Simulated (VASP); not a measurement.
Input of a VASP 6.6.1 run:

The input INCAR:

```
  PREC = Accurate
  ENCUT = 520
  EDIFF = 1E-6
  ISMEAR = 0
  SIGMA = 0.1
  LREAL = False
  LASPH = True
  NELM = 100
  ALGO = Normal
  ISIF = 2
  LWAVE = False
  LCHARG = False
  GGA = PE
  NBANDS = 18
```

KPOINTS

```
regular mesh
0
Gamma
  16 16 16
```

File POSCAR:

```
TiAl3
1.0
   -1.9225875461      1.9225875461      4.3112011240
    1.9225875461     -1.9225875461      4.3112011240
    1.9225875461      1.9225875461     -4.3112011240
Ti Al
1 3
Direct
    0.0000000000      0.0000000000      0.0000000000
    0.5000000000      0.5000000000      0.0000000000
    0.7500000000      0.2500000000      0.5000000000
    0.2500000000      0.7500000000      0.5000000000
```

Potentials or basis: VASP PAW PBE potentials, release 64 (Ti_sv, Al).

Command:

```sh
$ cat potpaw_PBE.64/Ti_sv/POTCAR potpaw_PBE.64/Al/POTCAR > POTCAR
$ mpirun -np 1 vasp_std > vasp.out
```

Problem. What does it give for the band gap on the k mesh?

Solution. Zero (an odd number of electrons rules out a gap without spin polarisation).

Problem. Predict the pressure.

Solution. -0.1 GPa.
